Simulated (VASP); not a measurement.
Write the native input for VASP 6.6.1 that does the following.

```yaml
Task: single point
Functional: PBEsol
Potentials_or_basis: VASP PAW PBE potentials, release 64 (Zn, Cd, Se)
Cutoff: 520 eV
k_mesh: 4 × 4 × 4
Occupations: fermi-dirac, width 0.03 eV
Spin: no spin polarisation
Dipole_correction: no
Further_INCAR_settings: ALGO = Normal; EDIFF = 1e-06; NBANDS = 36
```

The structure of ZnCd2Se3 lies in POSCAR:

```
ZnCd2Se3
1.0
    3.1660475411     -6.1228925983      0.0000000000
    3.1660475411      6.1228925983      0.0000000000
    0.0000000000      0.0000000000      3.9751387046
Zn Cd Se
1 2 3
Direct
    0.5000000000      0.5000000000      0.0000000000
    0.0000000000      0.5000000000      0.5000000000
    0.5000000000      0.0000000000      0.5000000000
    0.1483978331      0.8516021669      0.0000000000
    0.8516021669      0.1483978331      0.0000000000
    0.0000000000      0.0000000000      0.5000000000
```

One way to write it, as run:

INCAR

```
SYSTEM = ZnCd2Se3
PREC = Accurate ; ENCUT = 520
EDIFF = 1E-6 ; ISMEAR = -1
SIGMA = 0.03 ; LREAL = .FALSE.
LASPH = .TRUE. ; NELM = 80
ALGO = Normal ; ISIF = 2
LWAVE = .FALSE. ; LCHARG = .FALSE.
GGA = PS ; NBANDS = 36
```

KPOINTS

```
regular mesh
0
G
  4 4 4
  0 0 0
```

Potentials or basis: VASP PAW PBE potentials, release 64 (Zn, Cd, Se).

Run with:

```bash
$ cat potpaw_PBE.64/Zn/POTCAR potpaw_PBE.64/Cd/POTCAR potpaw_PBE.64/Se/POTCAR > POTCAR
$ mpirun -np 1 vasp_std > vasp.out
```

Results of the run:

* Pressure: 0.2 GPa
* Largest force: 0.024 eV/Å
* Band gap on the k mesh: zero (band 27 reaches 2.53 eV, above the bottom of band 28 at 2.06 eV)

Caveat: the k points lie up to 0.40 Å⁻¹ apart; the PAW data sets were made with another functional, which shifts forces and pressure a little.

Wall time 72 s on 1 thread of Intel(R) Xeon(R) 6975P-C (Granite Rapids) (shared host), peak memory 0.34 GiB.
